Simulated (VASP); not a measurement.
Here is a VASP 6.6.1 calculation.

The input INCAR:

```
PREC = Accurate
ENCUT = 520
EDIFF = 1E-6
ISMEAR = 0
SIGMA = 0.1
LREAL = False
LASPH = True
NELM = 150
ALGO = Normal
ISIF = 2
LWAVE = False
LCHARG = False
ISPIN = 2
MAGMOM = 4.12 0.48
LORBIT = 11
LMAXMIX = 4
GGA = PS
NBANDS = 22
```

KPOINTS

```
Automatic mesh
0
Gamma
  14 14 12
```

Contents of POSCAR:

```
MnPt
1.0
    2.9126898212      0.0000000000      0.0000000000
    0.0000000000      2.9126898212      0.0000000000
    0.0000000000      0.0000000000      3.5028216147
Mn Pt
1 1
Direct
    0.0000000000      0.0000000000      0.0000000000
    0.5000000000      0.5000000000      0.5000000000
```

Potentials or basis: VASP PAW PBE potentials, release 64 (Mn_pv, Pt).

Launch:

```console
$ cat potpaw_PBE.64/Mn_pv/POTCAR potpaw_PBE.64/Pt/POTCAR > POTCAR
$ mpirun -np 1 vasp_std > vasp.out
```

(1) What does it give for the net moment?

(2) Estimate the pressure.

## Answers

(1) 4.38 μB per cell.

(2) -5.0 GPa.

Caveat: the PAW data sets were made with another functional, which shifts forces and pressure a little.
